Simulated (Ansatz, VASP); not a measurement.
CdH6 in VASP and in Ansatz

```
Cd H
1.0
     6.09700    0.00000    0.00000
     0.00000    6.09700    0.00000
     0.00000    0.00000    6.09700
Cd H
1 6
Direct
  0.00000 0.00000 0.00000
  0.06153 0.50000 0.50000
  0.50000 0.06153 0.50000
  0.93847 0.50000 0.50000
  0.50000 0.93847 0.50000
  0.50000 0.50000 0.06153
  0.50000 0.50000 0.93847
```

Alike in both runs: functional PBE; k mesh 4 × 4 × 4; no spin polarisation.

Ansatz relaxed the structure, and its values are those at the end. VASP's run is a single point on that final structure, the one shown.

```csv
,VASP,Ansatz
version,VASP 6.6.1,Ansatz 0.2.0
potentials or method,"VASP PAW PBE potentials, release 64 (Cd, H), cutoff 520 eV","scalar-relativistic, plane waves, PAW"
occupations,"gaussian, width 0.01 eV",fixed
valence electrons in the cell,18,26
```

|  | VASP | Ansatz | Ansatz less VASP |
| --- | --- | --- | --- |
| gap on the k mesh at the Fermi level (eV) | 3.82 | 3.82 | -0.001 |
| least direct gap on the mesh (eV) | 3.82 | 3.82 | -0.001 |
| pressure (GPa) | -0.1 | 0.0 | +0.07 |
| rms of the force components (eV/Å) | 0.006 | 0.000 | -0.0059 |

VASP's potentials hold 18 valence electrons a cell and Ansatz's 26, so a difference there can come from the potentials and not from the codes. Ansatz's warnings: xc potential rough in thin density.
